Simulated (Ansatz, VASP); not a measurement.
CdSe: VASP beside Ansatz

```xyz
2
Lattice="0.0000 3.0715 2.9961 3.0715 0.0000 2.9961 3.0715 3.0715 0.0000" Properties=species:S:1:pos:R:3 pbc="T T T"
Cd    0.0000    0.0000    0.0000
Se    1.5357    1.5357    1.4980
```

Alike in both runs: task single point; functional PBEsol; k mesh 8 × 8 × 8; no spin polarisation.

```csv
,VASP,Ansatz
version,VASP 6.6.1,Ansatz 0.2.0
potentials or method,"VASP PAW PBE potentials, release 64 (Cd, Se), cutoff 500 eV","scalar-relativistic, plane waves, PAW"
occupations,"gaussian, width 0.01 eV",fixed
valence electrons in the cell,18,36
```

|  | VASP | Ansatz | Ansatz less VASP |
| --- | --- | --- | --- |
| gap on the k mesh at the Fermi level (eV) | 0.42 | 0.42 | -0.003 |
| least direct gap on the mesh (eV) | 0.42 | 0.42 | -0.003 |
| pressure (GPa) | 0.0 | -0.3 | -0.32 |
| traceless stress, the component that is largest in VASP (GPa) | 0.28 | 0.28 | +0.005 |

VASP's potentials were made for PBE, not for PBEsol, and Ansatz warns of the same on its side. VASP's potentials hold 18 valence electrons a cell and Ansatz's 36, so a difference there can come from the potentials and not from the codes.
